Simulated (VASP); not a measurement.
Runs of VASP 6.6.1 on MgO. The structure is that of space group Pm-3m (No. 221), or close to it. The cells are those of the table. 

```csv
task,level,cell,k mesh,cutoff (eV),smearing,grid for exact exchange (PRECFOCK),share of exact exchange,screening parameter,gap on the mesh (eV),pressure (GPa)
dielectric tensor,r2SCAN,"a = 2.623 Å, 2 atoms",8 × 8 × 8,520,gaussian 0.01 eV,-,-,-,3.45,-
single point,HF,"a = 2.623 Å, 2 atoms",6 × 6 × 6,520,gaussian 0.01 eV,Normal,1,-,(a),-4.1
single point,PBE0,"a = 2.623 Å, 2 atoms",6 × 6 × 6,520,gaussian 0.01 eV,Normal,0.25,-,4.90,(b)
dielectric tensor,PBE,"a = 2.623 Å, 2 atoms",8 × 8 × 8,520,gaussian 0.01 eV,-,-,-,2.62,-
single point,HSE06,"a = 2.623 Å, 2 atoms",6 × 6 × 6,520,gaussian 0.01 eV,Normal,0.25,0.2079 1/Å,4.14,-1.2
relaxation of cell and atoms,r2SCAN,"relaxed from a = 2.660 Å, 2 atoms",8 × 8 × 8,600,fermi-dirac 0.02 eV,-,-,-,3.53,-0.1
single point,HSE06,"a = 2.619 Å, 2 atoms",6 × 6 × 6,520,fermi-dirac 0.02 eV,Normal,0.25,0.2079 1/Å,(c),(d)
```

Alike in all rows: potentials or basis VASP PAW PBE potentials, release 64 (Mg, O); no spin polarisation.

Task: Fill in the values left out.

Result: (a) 12.75; (b) -1.1; (c) 4.18; (d) -0.5.

Caveats: the PAW data sets were made with another functional, which shifts forces and pressure a little (at least some runs); the cell stands under tension (at least some runs).

A k mesh can miss the band edges.
